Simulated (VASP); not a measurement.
# ZnSe (F-43m) in VASP: a series of runs

The runs below take ZnSe through single point, with PBEsol.

Program: VASP 6.6.1. These are calculated values, not measurements. Logs are shortened: lines on timing, memory, paths and dates and some standing lists are left out, and cuts for length are marked.

**1. The cell of the first run**

The structure is cubic, space group F-43m (No. 216). Conventional cell: a = 5.532 Å, b = 5.532 Å, c = 5.532 Å, α = 90.00°, β = 90.00°, γ = 90.00°. Zn (site symmetry -43m) has 4 Se at 2.40 Å within 3.2 Å. Se (site symmetry -43m) has 4 Zn at 2.40 Å within 3.2 Å.

**2. Single point, PBEsol**

File INCAR:

```
  ALGO = Normal
  EDIFF = 1E-6
  ENCUT = 520
  GGA = PS
  ISIF = 2
  ISMEAR = 0
  LASPH = True
  LCHARG = False
  LREAL = False
  LWAVE = False
  NBANDS = 16
  NELM = 80
  PREC = Accurate
  SIGMA = 0.02
```

File KPOINTS:

```
k-points
0
Gamma
  8 8 8
```

File POSCAR:

```
ZnSe
1.0
    0.0000000000      2.7659721671      2.7659721671
    2.7659721671      0.0000000000      2.7659721671
    2.7659721671      2.7659721671      0.0000000000
Zn Se
1 1
Direct
    0.0000000000      0.0000000000      0.0000000000
    0.7500000000      0.7500000000      0.7500000000
```

Potentials or basis: VASP PAW PBE potentials, release 64 (Zn, Se).

Launch:

```sh
cat potpaw_PBE.64/Zn/POTCAR potpaw_PBE.64/Se/POTCAR > POTCAR
mpirun -np 1 vasp_std > vasp.out
```

OUTCAR:

```text
EDIFF = 1E-6
   ENCUT = 520
   GGA = PS
   ISIF = 2
   ISMEAR = 0
   LASPH = True
   LREAL = False
   NELM = 80
   PREC = Accurate

 ion  position               nearest neighbor table
   1  0.000  0.000  0.000-   2 2.40   2 2.40   2 2.40   2 2.40
   2  0.750  0.750  0.750-   1 2.40   1 2.40   1 2.40   1 2.40

  LATTYP: Found a face centered cubic cell.
 ALAT       =     5.5319443342

  Lattice vectors:

 A1 = (   0.0000000000,   2.7659721671,   2.7659721671)
 A2 = (   2.7659721671,   0.0000000000,   2.7659721671)
 A3 = (   2.7659721671,   2.7659721671,   0.0000000000)

Analysis of symmetry for initial positions (statically):
=====================================================================
 Subroutine PRICEL returns:
 Original cell was already a primitive cell.

 Routine SETGRP: Setting up the symmetry group for a
 face centered cubic supercell.

 Subroutine GETGRP returns: Found 24 space group operations
 (whereof 24 operations were pure point group operations)
 out of a pool of 48 trial point group operations.

The static configuration has the point symmetry T_d .

Analysis of symmetry for dynamics (positions and initial velocities):
=====================================================================
 Subroutine PRICEL returns:
 Original cell was already a primitive cell.

 Routine SETGRP: Setting up the symmetry group for a
 face centered cubic supercell.

 Subroutine GETGRP returns: Found 24 space group operations
 (whereof 24 operations were pure point group operations)
 out of a pool of 48 trial point group operations.

The dynamic configuration has the point symmetry T_d .

 Subroutine INISYM returns: Found 24 space group operations
 (whereof 24 operations are pure point group operations),
 and found     1 'primitive' translations

----------------------------------------------------------------------------------------

                                     Primitive cell

  volume of cell :      42.3227

  direct lattice vectors                    reciprocal lattice vectors
     0.000000000  2.765972167  2.765972167    -0.180768269  0.180768269  0.180768269
     2.765972167  0.000000000  2.765972167     0.180768269 -0.180768269  0.180768269
     2.765972167  2.765972167  0.000000000     0.180768269  0.180768269 -0.180768269

  length of vectors
     3.911675352  3.911675352  3.911675352     0.313099826  0.313099826  0.313099826

  position of ions in fractional coordinates (direct lattice)
     0.000000000  0.000000000  0.000000000
     0.750000000  0.750000000  0.750000000

  ion indices of the primitive-cell ions
   primitive index   ion index
                 1           1
                 2           2

----------------------------------------------------------------------------------------

 KPOINTS: k-points

Automatic generation of k-mesh.
 Grid dimensions read from file:
 generate k-points for:    8    8    8

 Generating k-lattice:

  Cartesian coordinates                     Fractional coordinates (reciprocal lattice)
    -0.022596034  0.022596034  0.022596034     0.125000000  0.000000000  0.000000000
     0.022596034 -0.022596034  0.022596034     0.000000000  0.125000000  0.000000000
     0.022596034  0.022596034 -0.022596034     0.000000000  0.000000000  0.125000000

  Length of vectors
     0.039137478  0.039137478  0.039137478

  Shift w.r.t. Gamma in fractional coordinates (k-lattice)
     0.000000000  0.000000000  0.000000000

 Subroutine IBZKPT returns following result:
 ===========================================

 Found     29 irreducible k-points:

 Following reciprocal coordinates:
            Coordinates               Weight
  0.000000  0.000000  0.000000      1.000000
  0.125000  0.000000  0.000000      8.000000
  0.250000  0.000000  0.000000      8.000000
  0.375000  0.000000  0.000000      8.000000
  0.500000  0.000000  0.000000      4.000000
  0.125000  0.125000  0.000000      6.000000
[... 16 lines left out ...]
  0.500000  0.250000  0.125000     48.000000
 -0.375000  0.250000  0.125000     24.000000
 [... further k-points ...]
   k-points           NKPTS =     29   k-points in BZ     NKDIM =     29   number of bands    NBANDS=     16
   number of dos      NEDOS =    301   number of ions     NIONS =      2
   total plane-waves  NPLWV =  27000
   dimension x,y,z NGX =    30 NGY =   30 NGZ =   30
   dimension x,y,z NGXF=    60 NGYF=   60 NGZF=   60
   ions per type =               1   1
   NGX,Y,Z   is equivalent  to a cutoff of  12.75, 12.75, 12.75 a.u.
   NGXF,Y,Z  is equivalent  to a cutoff of  25.50, 25.50, 25.50 a.u.
 SYSTEM =  unknown system
   PREC   = accura    normal or accurate (medium, high low for compatibility)
   ISTART =      0    job   : 0-new  1-cont  2-samecut
   ICHARG =      2    charge: 1-file 2-atom 10-const
   ISPIN  =      1    spin polarized calculation?
   LNONCOLLINEAR =      F non collinear calculations
   LSORBIT =      F    spin-orbit coupling
   LASPH  =      T    aspherical Exc in radial PAW
   ENCUT  =  520.0 eV  38.22 Ry    6.18 a.u.   7.27  7.27  7.27*2*pi/ulx,y,z
   NELM   =     80;   NELMIN=  2; NELMDL= -5     # of ELM steps
   EDIFF  = 0.1E-05   stopping-criterion for ELM
   LREAL  =      F    real-space projection
   EDIFFG = 0.1E-04   stopping-criterion for IOM
   NSW    =      0    number of steps for IOM
   IBRION =     -1    ionic relax: 0-MD 1-quasi-New 2-CG
   NFREE  =      0    steps in history (QN), initial steepest desc. (CG)
   ISIF   =      2    stress and relaxation
   ISYM   =      2    0-nonsym 1-usesym 2-fastsym
   POTIM  = 0.5000    time-step for ionic-motion
   TEBEG  =    0.0;   TEEND  =   0.0 temperature during run
   PSTRESS=    0.0 pullay stress
   NELECT =      18.0000    total number of electrons
   NUPDOWN=      -1.0000    fix difference up-down
   EMIN   =  10.00;   EMAX   =-10.00  energy-range for DOS
   EFERMI =   0.00;   METHOD = LEGACY
   ISMEAR =     0;   SIGMA  =   0.02  broadening in eV -4-tet -1-fermi 0-gaus
   EFERMI_NEDOS =   21; number of points for ismear=-14 and -15
   IALGO  =     38    algorithm
   IMIX   =      4    mixing-type and parameters
     AMIX     =   0.40;   BMIX     =  1.00
     AMIX_MAG =   1.60;   BMIX_MAG =  1.00
  volume/ion in A,a.u.               =      21.16       142.80
  Fermi-wavevector in a.u.,A,eV,Ry     =   1.231141  2.326520 20.622468  1.515709
  Thomas-Fermi vector in A             =   2.365962
   LORBIT       =      0    0 simple, 1 ext, 2 COOP (PROOUT), +10 PAW based schemes
   GGA     = PS    functional components
   LHFCALC =     F    Hartree Fock is set to
   AEXX    =    0.0000 exact exchange contribution
   IVDW    =     0    specifies the selected vdW correction
   LEPSILON=     F    determine dielectric tensor
   LRPA    =     F    only Hartree local field effects (RPA)
 non-spin polarized calculation
 Gauss-broadening in eV      SIGMA  =   0.02
  energy-cutoff  :      520.00
  volume of cell :       42.32
 maximum number of plane-waves:      1158
 NGX is ok and might be reduce to    30
   NGX = 15   NGY = 15   NGZ = 15

 number of electron      17.9999989 magnetization

 Free energy of the ion-electron system (eV)
  ---------------------------------------------------
  ext. energy  EPLUGINS =         0.00000000
  ---------------------------------------------------
  free energy    TOTEN  =        -6.74028507 eV

  energy without entropy =       -6.74028507  energy(sigma->0) =       -6.74028507

 E-fermi :   2.3021     XC(G=0):  -9.8608

 val. band max:        2.1390553272   @ k =   0.0000   0.0000   0.0000
 cond. band min:       3.6059749408   @ k =   0.0000   0.0000   0.0000
 fundamental gap:      1.4669196136
 Fermi energy:         2.3020726332

 k-point     1 :       0.0000    0.0000    0.0000
  band No.  band energies     occupation
      1     -11.6447      2.00000
      2      -4.7142      2.00000
      3      -4.7142      2.00000
      4      -4.7142      2.00000
      5      -4.2730      2.00000
      6      -4.2730      2.00000
[... 8 lines left out ...]
     15      13.7187      0.00000
     16      13.7187      0.00000

 k-point     2 :       0.1250    0.0000    0.0000
  band No.  band energies     occupation
      1     -11.5283      2.00000
      2      -4.7136      2.00000
      3      -4.6955      2.00000
      4      -4.6955      2.00000
      5      -4.2749      2.00000
      6      -4.2749      2.00000
[... 8 lines left out ...]
     15      12.8318      0.00000
     16      13.0389      0.00000

 k-point     3 :       0.2500    0.0000    0.0000
  band No.  band energies     occupation
      1     -11.2235      2.00000
      2      -4.6713      2.00000
      3      -4.6545      2.00000
      4      -4.6545      2.00000
      5      -4.2734      2.00000
      6      -4.2734      2.00000
[... 8 lines left out ...]
     15      12.5879      0.00000
     16      12.7903      0.00000

 k-point     4 :       0.3750    0.0000    0.0000
  band No.  band energies     occupation
      1     -10.8754      2.00000
      2      -4.6221      2.00000
      3      -4.6221      2.00000
      4      -4.4707      2.00000
      5      -4.2603      2.00000
      6      -4.2603      2.00000
[... 8 lines left out ...]
     15      13.8107      0.00000
     16      13.8107      0.00000
[... 324 lines left out ...]
 k-point    22 :       0.3750    0.2500    0.1250
  band No.  band energies     occupation
      1     -10.9833      2.00000
      2      -4.6949      2.00000
      3      -4.5968      2.00000
      4      -4.5720      2.00000
      5      -4.2932      2.00000
      6      -4.2432      2.00000
[... 8 lines left out ...]
     15      14.5860      0.00000
     16      15.8547      0.00000

 k-point    23 :       0.5000    0.2500    0.1250
  band No.  band energies     occupation
      1     -10.6909      2.00000
      2      -4.6163      2.00000
      3      -4.5697      2.00000
      4      -4.4395      2.00000
      5      -4.2607      2.00000
      6      -4.2080      2.00000
[... 8 lines left out ...]
     15      14.9616      0.00000
     16      16.0126      0.00000

 k-point    24 :      -0.3750    0.2500    0.1250
  band No.  band energies     occupation
      1     -10.5593      2.00000
      2      -4.6023      2.00000
      3      -4.5508      2.00000
      4      -4.3216      2.00000
      5      -4.2664      2.00000
      6      -4.0287      2.00000
[... 8 lines left out ...]
     15      15.0147      0.00000
     16      15.9446      0.00000

 [... further k-points ...]
[... 5 lines left out ...]
  --------------------------------------------------------------------------------------
  -------------------------------------------------------------------------------------
  Total        1.1467167      1.1467167      1.1467167      0.0000000      0.0000000     -0.0000000
  in kB       43.4103516     43.4103516     43.4103516      0.0000000      0.0000000     -0.0000000
  external PRESSURE =      43.4103516 kB  Pullay stress =       0.0000000 kB

 VOLUME and BASIS-vectors are now :
 -----------------------------------------------------------------------------
  energy-cutoff  :      520.00
  volume of cell :       42.32
      direct lattice vectors                 reciprocal lattice vectors
     0.000000000  2.765972167  2.765972167    -0.180768269  0.180768269  0.180768269
     2.765972167  0.000000000  2.765972167     0.180768269 -0.180768269  0.180768269
     2.765972167  2.765972167  0.000000000     0.180768269  0.180768269 -0.180768269

 POSITION                                       TOTAL-FORCE (eV/Angst)
 -----------------------------------------------------------------------------------
      0.00000      0.00000      0.00000        -0.000000      0.000000     -0.000000
      4.14896      4.14896      4.14896         0.000000     -0.000000      0.000000
 -----------------------------------------------------------------------------------
    total drift:                               -0.000001     -0.000001     -0.000001

  FREE ENERGIE OF THE ION-ELECTRON SYSTEM (eV)
  ---------------------------------------------------
  free  energy   TOTEN  =        -6.7402850712 eV

  energy  without entropy=       -6.7402850712  energy(sigma->0) =       -6.74028507
```

It took 35 s on 1 thread of Intel Xeon 6975P-C, shared host; peak memory 0.17 GiB.

Results:

```
Free energy            : -6.7403 eV
Pressure               : 4.3 GPa
Band gap on the k mesh : 1.47 eV, direct
```

Levels at points of the mesh, in eV from the valence-band top:
| k point | band 6 | band 7 | band 8 | band 9 | band 10 | band 11 | band 12 | band 13 |
| --- | --- | --- | --- | --- | --- | --- | --- | --- |
| (0.00, 0.00, 0.00) | -6.41 | 0.00 | 0.00 | 0.00 | 1.47 | 5.70 | 5.70 | 5.70 |
| (0.50, 0.00, 0.00) | -6.23 | -5.77 | -0.99 | -0.99 | 2.57 | 6.28 | 6.28 | 8.57 |
| (0.50, 0.50, 0.00) | -6.21 | -5.11 | -2.48 | -2.48 | 2.66 | 3.34 | 11.17 | 11.68 |

Caveat: the PAW data sets were made with another functional, which shifts forces and pressure a little. A hybrid or GW would open this gap; PBEsol tends to underestimate it.

(Continued in part 2 of 3.)
